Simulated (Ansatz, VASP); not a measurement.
**AsSe3: VASP beside Ansatz**

```
CELL_PARAMETERS angstrom
6.61884 0.00000 0.00000
-3.30942 5.73209 0.00000
0.00000 0.00000 5.37020
ATOMIC_POSITIONS crystal
As 0.33333 0.66667 0.75000
As 0.66667 0.33333 0.25000
Se 0.16860 0.33721 0.25000
Se 0.66279 0.83140 0.25000
Se 0.16860 0.83140 0.25000
Se 0.83140 0.66279 0.75000
Se 0.33721 0.16860 0.75000
Se 0.83140 0.16860 0.75000
```

Change from the starting cell: species swapped into the Zn3Rh type (P6_3/mmc, No. 194).

Alike in both runs: task relaxation of cell and atoms; functional PBE; k mesh 3 × 3 × 4; occupations gaussian, width 0.1 eV; no spin polarisation.

```csv
,VASP,Ansatz
version,VASP 6.6.1,Ansatz 0.2.0
potentials or method,"VASP PAW PBE potentials, release 64 (As, Se), cutoff 600 eV","scalar-relativistic, plane waves, PAW"
valence electrons in the cell,46,126
```

VASP gave:

- gap on the k mesh at the Fermi level, each at its own relaxed structure (eV): none
- relaxed volume (Å³/atom): 23.11
- relaxed length of the cell vector where the two differ most in proportion (Å): 7.692

Which values does Ansatz return?

gap on the k mesh at the Fermi level, each at its own relaxed structure (eV): none; relaxed volume (Å³/atom): 23.07; relaxed length of the cell vector where the two differ most in proportion (Å): 7.683.

A gap of «none» marks a metal or a gap that the smearing closes. VASP's potentials hold 46 valence electrons a cell and Ansatz's 126, so a difference there can come from the potentials and not from the codes.

The k mesh is coarse, so the values compare programs but aren't converged.
